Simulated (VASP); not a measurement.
A run of VASP 6.6.1 is set up as follows.

Contents of INCAR:

```
ALGO     = Normal         # electronic algorithm
EDIFF    = 1E-6           # SCF threshold, eV
ENCUT    = 520            # plane-wave cutoff, eV
GGA      = PE             # functional
ISIF     = 2              # what is computed and relaxed
ISMEAR   = 0              # smearing method
LASPH    = T              # aspherical terms in the spheres
LCHARG   = T              # write CHGCAR
LELF     = T              # ELF
LREAL    = F              # projectors in reciprocal space
LVHAR    = T            
LWAVE    = F              # write WAVECAR
NBANDS   = 11             # bands
NELM     = 60             # most SCF steps
PREC     = Accurate       # precision mode
SIGMA    = 0.01           # smearing width, eV
```

Contents of KPOINTS:

```
k-points
0
Gamma
  6 6 6
```

Contents of POSCAR:

```
MgS
1.0
    0.0000000000      2.5349113820      2.5349113820
    2.5349113820      0.0000000000      2.5349113820
    2.5349113820      2.5349113820      0.0000000000
Mg S
1 1
Direct
    0.0000000000      0.0000000000      0.0000000000
    0.5000000000      0.5000000000      0.5000000000
```

Potentials or basis: VASP PAW PBE potentials, release 64 (Mg, S).

Run with:

```sh
$ cat potpaw_PBE.64/Mg/POTCAR potpaw_PBE.64/S/POTCAR > POTCAR
$ mpirun -np 1 vasp_std > vasp.out
```

Predict the band gap on the k mesh.

2.94 eV, indirect (least direct gap 4.36 eV).

What does it give for the pressure?

8.0 GPa.

A k mesh can miss the band edges.
